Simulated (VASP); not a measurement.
Write the native input for VASP 6.6.1 that does the following.

* Task: single point
* Functional: PBE
* Potentials or basis: VASP PAW PBE potentials, release 64 (Ca_sv, B)
* Cutoff: 520 eV
* k mesh: 18 × 18 × 16
* Occupations: gaussian, width 0.1 eV
* Spin: no spin polarisation
* Dipole correction: no
* Further INCAR settings: ALGO = Normal; EDIFF = 1e-06; NBANDS = 14

The structure of CaB lies in POSCAR:

```
CaB
1.0
    3.6790018571      0.0000000000      0.0000000000
   -1.8395009286      3.1861090688      0.0000000000
    0.0000000000      0.0000000000      3.5593056471
Ca B
1 1
Direct
    0.6666666667      0.3333333333      0.5000000000
    0.3333333333      0.6666666667      0.0000000000
```

These files were run (other wordings do the same):

INCAR

```
SYSTEM = CaB
ALGO = Normal
EDIFF = 1E-6
ENCUT = 520
GGA = PE
ISIF = 2
ISMEAR = 0
LASPH = .TRUE.
LCHARG = .FALSE.
LREAL = .FALSE.
LWAVE = .FALSE.
NBANDS = 14
NELM = 100
PREC = Accurate
SIGMA = 0.1
```

KPOINTS

```
k-points
0
G
  18 18 16
  0 0 0
```

Potentials or basis: VASP PAW PBE potentials, release 64 (Ca_sv, B).

Command:

```console
$ cat potpaw_PBE.64/Ca_sv/POTCAR potpaw_PBE.64/B/POTCAR > POTCAR
$ mpirun -np 1 vasp_std > vasp.out
```

It gave:

- Pressure: 0.1 GPa

It took 2.4 min on 1 thread of AMD EPYC 7R43 64-Core Processor (Zen 3) (shared host), peak memory 0.28 GiB.
